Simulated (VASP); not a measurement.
# Tl (P6_3/mmc) in VASP: further runs

Tl is run at these levels: PBEsol; tasks: single point.

Everything below comes from runs of VASP 6.6.1. Logs are shortened: lines on timing, memory, paths and dates and some standing lists are left out, and cuts for length are marked.

## (1) The cell of the first run

Symmetry: P6_3/mmc, No. 194, hexagonal system. Conventional cell: a = 3.459 Å, b = 3.459 Å, c = 5.518 Å, α = 90.00°, β = 90.00°, γ = 120.00°. Tl (site symmetry -6m2) has 12 Tl at 3.41 to 3.46 Å within 4.5 Å.

## (2) Single point, PBEsol (28.59 Å³/atom)

INCAR

```
ALGO = Normal
EDIFF = 1E-6
ENCUT = 520
GGA = PS
ISIF = 2
ISMEAR = -1
LASPH = T
LCHARG = F
LREAL = F
LWAVE = F
NBANDS = 20
NELM = 60
PREC = Accurate
SIGMA = 0.1
```

KPOINTS

```
k-points
0
Gamma
  17 17 10
```

POSCAR

```
Tl
1.0
    3.4594693887      0.0000000000      0.0000000000
   -1.7297346944      2.9959883742      0.0000000000
    0.0000000000      0.0000000000      5.5177419216
Tl
2
Direct
    0.3333333333      0.6666666667      0.2500000000
    0.6666666667      0.3333333333      0.7500000000
```

Potentials or basis: VASP PAW PBE potentials, release 64 (Tl_d).

The run is started by

```console
$ cat potpaw_PBE.64/Tl_d/POTCAR > POTCAR
$ mpirun -np 1 vasp_std > vasp.out
```

OUTCAR:

```text
EDIFF = 1E-6
   ENCUT = 520
   GGA = PS
   ISIF = 2
   ISMEAR = -1
   LASPH = T
   LREAL = F
   NELM = 60
   PREC = Accurate

 ion  position               nearest neighbor table
   1  0.333  0.667  0.250-   2 3.41   2 3.41   2 3.41   2 3.41   2 3.41   2 3.41
   2  0.667  0.333  0.750-   1 3.41   1 3.41   1 3.41   1 3.41   1 3.41   1 3.41

  LATTYP: Found a hexagonal cell.
 ALAT       =     3.4594693887
 C/A-ratio  =     1.5949676964

  Lattice vectors:

 A1 = (   3.4594693887,   0.0000000000,   0.0000000000)
 A2 = (  -1.7297346944,   2.9959883742,   0.0000000000)
 A3 = (   0.0000000000,   0.0000000000,   5.5177419216)

Analysis of symmetry for initial positions (statically):
=====================================================================
 Subroutine PRICEL returns:
 Original cell was already a primitive cell.

 Routine SETGRP: Setting up the symmetry group for a
 hexagonal supercell.

 Subroutine GETGRP returns: Found 24 space group operations
 (whereof 12 operations were pure point group operations)
 out of a pool of 24 trial point group operations.

The static configuration has the point symmetry D_3d.
 The point group associated with its full space group is D_6h.

Analysis of symmetry for dynamics (positions and initial velocities):
=====================================================================
 Subroutine PRICEL returns:
 Original cell was already a primitive cell.

 Routine SETGRP: Setting up the symmetry group for a
 hexagonal supercell.

 Subroutine GETGRP returns: Found 24 space group operations
 (whereof 12 operations were pure point group operations)
 out of a pool of 24 trial point group operations.

The dynamic configuration has the point symmetry D_3d.
 The point group associated with its full space group is D_6h.

 Subroutine INISYM returns: Found 24 space group operations
 (whereof 12 operations are pure point group operations),
 and found     1 'primitive' translations

----------------------------------------------------------------------------------------

                                     Primitive cell

  volume of cell :      57.1888

  direct lattice vectors                    reciprocal lattice vectors
     3.459469389  0.000000000  0.000000000     0.289061670  0.166889833  0.000000000
    -1.729734694  2.995988374  0.000000000     0.000000000  0.333779666  0.000000000
     0.000000000  0.000000000  5.517741922     0.000000000  0.000000000  0.181233558

  length of vectors
     3.459469389  3.459469389  5.517741922     0.333779666  0.333779666  0.181233558

  position of ions in fractional coordinates (direct lattice)
     0.333333333  0.666666667  0.250000000
     0.666666667  0.333333333  0.750000000

  ion indices of the primitive-cell ions
   primitive index   ion index
                 1           1
                 2           2

----------------------------------------------------------------------------------------

 KPOINTS: k-points

Automatic generation of k-mesh.
 Grid dimensions read from file:
 generate k-points for:   17   17   10

 Generating k-lattice:

  Cartesian coordinates                     Fractional coordinates (reciprocal lattice)
     0.017003628  0.009817049  0.000000000     0.058823529 -0.000000000  0.000000000
     0.000000000  0.019634098  0.000000000     0.000000000  0.058823529  0.000000000
     0.000000000  0.000000000  0.018123356     0.000000000  0.000000000  0.100000000

  Length of vectors
     0.019634098  0.019634098  0.018123356

  Shift w.r.t. Gamma in fractional coordinates (k-lattice)
     0.000000000  0.000000000  0.000000000

 Subroutine IBZKPT returns following result:
 ===========================================

 Found    198 irreducible k-points:

 Following reciprocal coordinates:
            Coordinates               Weight
  0.000000  0.000000  0.000000      1.000000
  0.058824 -0.000000  0.000000      6.000000
  0.117647  0.000000  0.000000      6.000000
  0.176471 -0.000000  0.000000      6.000000
  0.235294  0.000000  0.000000      6.000000
  0.294118 -0.000000  0.000000      6.000000
[... 16 lines left out ...]
  0.411765  0.117647  0.000000     12.000000
  0.176471  0.176471  0.000000      6.000000
 [... further k-points ...]
   k-points           NKPTS =    198   k-points in BZ     NKDIM =    198   number of bands    NBANDS=     20
   number of dos      NEDOS =    301   number of ions     NIONS =      2
   total plane-waves  NPLWV =  32928
   dimension x,y,z NGX =    28 NGY =   28 NGZ =   42
   dimension x,y,z NGXF=    56 NGYF=   56 NGZF=   84
   ions per type =               2
   NGX,Y,Z   is equivalent  to a cutoff of  13.46, 13.46, 12.65 a.u.
   NGXF,Y,Z  is equivalent  to a cutoff of  26.91, 26.91, 25.31 a.u.
 SYSTEM =  unknown system
   PREC   = accura    normal or accurate (medium, high low for compatibility)
   ISTART =      0    job   : 0-new  1-cont  2-samecut
   ICHARG =      2    charge: 1-file 2-atom 10-const
   ISPIN  =      1    spin polarized calculation?
   LNONCOLLINEAR =      F non collinear calculations
   LSORBIT =      F    spin-orbit coupling
   LASPH  =      T    aspherical Exc in radial PAW
   ENCUT  =  520.0 eV  38.22 Ry    6.18 a.u.   6.43  6.43 10.26*2*pi/ulx,y,z
   NELM   =     60;   NELMIN=  2; NELMDL= -5     # of ELM steps
   EDIFF  = 0.1E-05   stopping-criterion for ELM
   LREAL  =      F    real-space projection
   EDIFFG = 0.1E-04   stopping-criterion for IOM
   NSW    =      0    number of steps for IOM
   IBRION =     -1    ionic relax: 0-MD 1-quasi-New 2-CG
   NFREE  =      0    steps in history (QN), initial steepest desc. (CG)
   ISIF   =      2    stress and relaxation
   ISYM   =      2    0-nonsym 1-usesym 2-fastsym
   POTIM  = 0.5000    time-step for ionic-motion
   TEBEG  =    0.0;   TEEND  =   0.0 temperature during run
   PSTRESS=    0.0 pullay stress
   NELECT =      26.0000    total number of electrons
   NUPDOWN=      -1.0000    fix difference up-down
   EMIN   =  10.00;   EMAX   =-10.00  energy-range for DOS
   EFERMI =   0.00;   METHOD = LEGACY
   ISMEAR =    -1;   SIGMA  =   0.10  broadening in eV -4-tet -1-fermi 0-gaus
   EFERMI_NEDOS =   21; number of points for ismear=-14 and -15
   IALGO  =     38    algorithm
   IMIX   =      4    mixing-type and parameters
     AMIX     =   0.40;   BMIX     =  1.00
     AMIX_MAG =   1.60;   BMIX_MAG =  1.00
  volume/ion in A,a.u.               =      28.59       192.96
  Fermi-wavevector in a.u.,A,eV,Ry     =   1.258816  2.378817 21.560036  1.584618
  Thomas-Fermi vector in A             =   2.392407
   LORBIT       =      0    0 simple, 1 ext, 2 COOP (PROOUT), +10 PAW based schemes
   GGA     = PS    functional components
   LHFCALC =     F    Hartree Fock is set to
   AEXX    =    0.0000 exact exchange contribution
   IVDW    =     0    specifies the selected vdW correction
   LEPSILON=     F    determine dielectric tensor
   LRPA    =     F    only Hartree local field effects (RPA)
 non-spin polarized calculation
  energy-cutoff  :      520.00
  volume of cell :       57.19
 maximum number of plane-waves:      1570
 NGX is ok and might be reduce to    28
   NGX = 13   NGY = 13   NGZ = 21

 number of electron      26.0000002 magnetization

 Free energy of the ion-electron system (eV)
  ---------------------------------------------------
  ext. energy  EPLUGINS =         0.00000000
  ---------------------------------------------------
  free energy    TOTEN  =        -5.27691652 eV

  energy without entropy =       -5.24812004  energy(sigma->0) =       -5.26251828

 E-fermi :   6.3858     XC(G=0): -10.3668

 val. band max:        6.3768484070   @ k =   0.4118  -0.0000   0.3000
 cond. band min:       6.4229659734   @ k =   0.4118   0.1765   0.2000
 fundamental gap:      0.0461175665
 Fermi energy:         6.3857868555

 k-point     1 :       0.0000    0.0000    0.0000
  band No.  band energies     occupation
      1      -5.3624      2.00000
      2      -5.1245      2.00000
      3      -5.1080      2.00000
      4      -5.1080      2.00000
      5      -5.0535      2.00000
      6      -5.0535      2.00000
[... 12 lines left out ...]
     19      17.1636      0.00000
     20      17.3502      0.00000

 k-point     2 :       0.0588   -0.0000    0.0000
  band No.  band energies     occupation
      1      -5.3499      2.00000
      2      -5.1458      2.00000
      3      -5.0930      2.00000
      4      -5.0838      2.00000
      5      -5.0545      2.00000
      6      -5.0395      2.00000
[... 12 lines left out ...]
     19      17.3278      0.00000
     20      17.5879      0.00000

 k-point     3 :       0.1176    0.0000    0.0000
  band No.  band energies     occupation
      1      -5.3227      2.00000
      2      -5.1687      2.00000
      3      -5.0655      2.00000
      4      -5.0499      2.00000
      5      -5.0387      2.00000
      6      -5.0267      2.00000
[... 12 lines left out ...]
     19      16.9748      0.00000
     20      18.2065      0.00000

 k-point     4 :       0.1765   -0.0000    0.0000
  band No.  band energies     occupation
      1      -5.3159      2.00000
      2      -5.1675      2.00000
      3      -5.0738      2.00000
      4      -5.0697      2.00000
      5      -5.0463      2.00000
      6      -4.9857      2.00000
[... 12 lines left out ...]
     19      16.6726      0.00000
     20      18.1239      0.00000

 k-point     5 :       0.2353    0.0000    0.0000
  band No.  band energies     occupation
      1      -5.3461      2.00000
      2      -5.1603      2.00000
      3      -5.1271      2.00000
      4      -5.0774      2.00000
      5      -5.0599      2.00000
      6      -4.9194      2.00000
[... 12 lines left out ...]
     19      16.1816      0.00000
     20      17.4994      0.00000
[... 353 lines left out ...]
      6      -4.9042      2.00000
[... 12 lines left out ...]
     19      15.3808      0.00000
     20      16.4620      0.00000

 k-point    22 :       0.3529    0.1176    0.0000
  band No.  band energies     occupation
      1      -5.3978      2.00000
      2      -5.3162      2.00000
      3      -5.1900      2.00000
      4      -5.1393      2.00000
      5      -4.9431      2.00000
      6      -4.9313      2.00000
[... 12 lines left out ...]
     19      15.1297      0.00000
     20      16.3068      0.00000

 k-point    23 :       0.4118    0.1176    0.0000
  band No.  band energies     occupation
      1      -5.4136      2.00000
      2      -5.3402      2.00000
      3      -5.1965      2.00000
      4      -5.1439      2.00000
      5      -4.9459      2.00000
      6      -4.9224      2.00000
[... 12 lines left out ...]
     19      15.0055      0.00000
     20      16.2280      0.00000

 k-point    24 :       0.1765    0.1765    0.0000
  band No.  band energies     occupation
      1      -5.2504      2.00000
      2      -5.2449      2.00000
      3      -5.2060      2.00000
      4      -5.1110      2.00000
      5      -4.9941      2.00000
      6      -4.9092      2.00000
[... 12 lines left out ...]
     19      15.4188      0.00000
     20      17.9147      0.00000

 [... further k-points ...]

------------------------ aborting loop because EDIFF is reached ----------------------------------------

  FORCE on cell =-STRESS in cart. coord.  units (eV):
  Direction    XX          YY          ZZ          XY          YZ          ZX
  --------------------------------------------------------------------------------------
  -------------------------------------------------------------------------------------
  Total        0.0035929      0.0035929     -0.0699537     -0.0000000      0.0000000      0.0000000
  in kB        0.1006577      0.1006577     -1.9597946     -0.0000000      0.0000000      0.0000000
  external PRESSURE =      -0.5861597 kB  Pullay stress =       0.0000000 kB

 VOLUME and BASIS-vectors are now :
 -----------------------------------------------------------------------------
  energy-cutoff  :      520.00
  volume of cell :       57.19
      direct lattice vectors                 reciprocal lattice vectors
     3.459469389  0.000000000  0.000000000     0.289061670  0.166889833  0.000000000
    -1.729734694  2.995988374  0.000000000     0.000000000  0.333779666  0.000000000
     0.000000000  0.000000000  5.517741922     0.000000000  0.000000000  0.181233558

 POSITION                                       TOTAL-FORCE (eV/Angst)
 -----------------------------------------------------------------------------------
     -0.00000      1.99733      1.37944        -0.000000     -0.000000      0.000000
      1.72973      0.99866      4.13831         0.000000      0.000000      0.000000
 -----------------------------------------------------------------------------------
    total drift:                               -0.000000      0.000000     -0.000000

  FREE ENERGIE OF THE ION-ELECTRON SYSTEM (eV)
  ---------------------------------------------------
  free  energy   TOTEN  =        -5.2769165213 eV

  energy  without entropy=       -5.2481200384  energy(sigma->0) =       -5.26251828
```

Wall time 56 s (1 thread of Intel Xeon 6975P-C (Granite Rapids), shared host); peak memory 0.31 GiB.

What came out:

| Item | Value |
| --- | --- |
| Free energy | -5.2769 eV |
| Pressure | -0.1 GPa |
| Band gap on the k mesh | zero (bands 13 and 14 overlap by 5.76 eV) |

Levels at points of the mesh, in eV from the Fermi level:
| k point | band 9 | band 10 | band 11 | band 12 | band 13 | band 14 | band 15 | band 16 | band 17 | band 18 |
| --- | --- | --- | --- | --- | --- | --- | --- | --- | --- | --- |
| (0.00, 0.00, 0.00) | -11.03 | -11.03 | -10.07 | -5.10 | -2.86 | 7.94 | 7.94 | 10.03 | 10.03 | 10.24 |
| (0.00, 0.00, 0.50) | -11.15 | -11.15 | -8.63 | -8.63 | 3.37 | 3.37 | 8.92 | 8.92 | 8.92 | 8.92 |

Caveat: the PAW data sets were made with another functional, which shifts forces and pressure a little; spin-orbit coupling is left out, which moves the levels of the heavy elements.

(Continued in part 2 of 2.)
